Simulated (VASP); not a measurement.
Input of a VASP 6.6.1 run:

File INCAR:

```
SYSTEM = BaS
  ALGO = Normal
  EDIFF = 1E-7
  EDIFFG = -0.002
  ENCUT = 500
  GGA = PE
  GGA_COMPAT = .FALSE.
  IBRION = 2
  ISIF = 3
  ISMEAR = 0
  LASPH = .TRUE.
  LCHARG = .FALSE.
  LREAL = .FALSE.
  LWAVE = .FALSE.
  NELM = 120
  NELMIN = 4
  NSW = 100
  PREC = Accurate
  SIGMA = 0.02
```

File KPOINTS:

```
k-points
0
G
  8 8 8
  0 0 0
```

Contents of POSCAR:

```
BaS
1.0
    0.0000000000      3.1850000000      3.1850000000
    3.1850000000      0.0000000000      3.1850000000
    3.1850000000      3.1850000000      0.0000000000
Ba S
1 1
Direct
    0.0000000000      0.0000000000      0.0000000000
    0.5000000000      0.5000000000      0.5000000000
```

Potentials or basis: VASP PAW PBE potentials, release 64 (Ba_sv, S).

Command:

```sh
$ cat potpaw_PBE.64/Ba_sv/POTCAR potpaw_PBE.64/S/POTCAR > POTCAR
$ mpirun -np 1 vasp_std > vasp.out
```

Question: What does it give for the relaxed cell?

Answer: a = 4.565 Å, b = 4.565 Å, c = 4.565 Å, α = 60.00°, β = 60.00°, γ = 60.00°.

Question: What does it give for the space group after relaxing (to 0.05 Å)?

Answer: Fm-3m (No. 225).

Question: Predict the relaxed volume.

Answer: 33.63 Å³/atom.

Question: Predict the band gap on the k mesh.

Answer: 2.16 eV, indirect (least direct gap 2.31 eV).

Final structure:
```yaml
crystal:
  lattice:
    - [0.00000, 3.22793, 3.22793]
    - [3.22793, 0.00000, 3.22793]
    - [3.22793, 3.22793, 0.00000]
  atoms:
    - { symbol: Ba, position: [0.00000, 0.00000, 0.00000] }
    - { symbol: S, position: [0.50000, 0.50000, 0.50000] }
```

Caveat: spin-orbit coupling is left out, which moves the levels of the heavy elements. As with any semilocal functional, this PBE gap is likely too small.
